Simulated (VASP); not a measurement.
Here is a VASP 6.6.1 calculation.

The input INCAR:

```
SYSTEM = Cu
  ALGO = Normal
  EDIFF = 1E-6
  ENCUT = 520
  GGA = PE
  ISIF = 2
  ISMEAR = -1
  LASPH = .TRUE.
  LCHARG = .FALSE.
  LREAL = .FALSE.
  LWAVE = .FALSE.
  NBANDS = 12
  NELM = 60
  PREC = Accurate
  SIGMA = 0.15
```

The input KPOINTS:

```
k-points
0
G
  20 20 20
  0 0 0
```

POSCAR

```
Cu
1.0
    0.0000000000      1.8147254140      1.8147254140
    1.8147254140      0.0000000000      1.8147254140
    1.8147254140      1.8147254140      0.0000000000
Cu
1
Direct
    0.0000000000      0.0000000000      0.0000000000
```

Potentials or basis: VASP PAW PBE potentials, release 64 (Cu).

The run is started by

```sh
$ cat potpaw_PBE.64/Cu/POTCAR > POTCAR
$ mpirun -np 1 vasp_std > vasp.out
```

(1) What does it give for the pressure?

Answers

(1) 0.7 GPa.
